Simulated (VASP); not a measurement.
Wanted: the native input for a VASP 6.6.1 run.

| Quantity | Value |
| --- | --- |
| Task | single point |
| Functional | LDA |
| Potentials or basis | VASP PAW LDA potentials, release 64 (Al, Cu_sv_GW) |
| Cutoff | 820 eV |
| k mesh | 7 × 7 × 7 |
| Occupations | fermi-dirac, width 0.1 eV |
| Spin | no spin polarisation |
| Dipole correction | no |
| Further INCAR settings | ALGO = Normal; EDIFF = 1e-06; NBANDS = 18 |

The structure of AlCu lies in POSCAR:

```
AlCu
1.0
    2.9975100000      0.0000000000      0.0000000000
    0.0000000000      2.9975100000      0.0000000000
    0.0000000000      0.0000000000      2.9975100000
Al Cu
1 1
Direct
    0.0000000000      0.0000000000      0.0000000000
    0.5000000000      0.5000000000      0.5000000000
```

The input as run:

INCAR

```
PREC = Accurate
ENCUT = 820
EDIFF = 1E-6
ISMEAR = -1
SIGMA = 0.1
LREAL = F
LASPH = T
NELM = 120
ALGO = Normal
ISIF = 2
LWAVE = F
LCHARG = T
GGA = CA
LELF = T
LVHAR = T
NBANDS = 18
GGA_COMPAT = F
```

KPOINTS

```
Automatic mesh
0
Gamma
  7 7 7
```

Potentials or basis: VASP PAW LDA potentials, release 64 (Al, Cu_sv_GW).

Command:

```console
$ cat potpaw_LDA.64/Al/POTCAR potpaw_LDA.64/Cu_sv_GW/POTCAR > POTCAR
$ mpirun -np 1 vasp_std > vasp.out
```

Results of the run:

The pressure is -8.5 GPa and the band gap on the k mesh is zero (bands 11 and 12 overlap by 4.28 eV).

Caveat: the cell stands under tension.

Run time: 22 s on 1 thread of AMD EPYC 7R43 64-Core Processor (Zen 3), with other jobs on the host, peak memory 0.13 GiB.
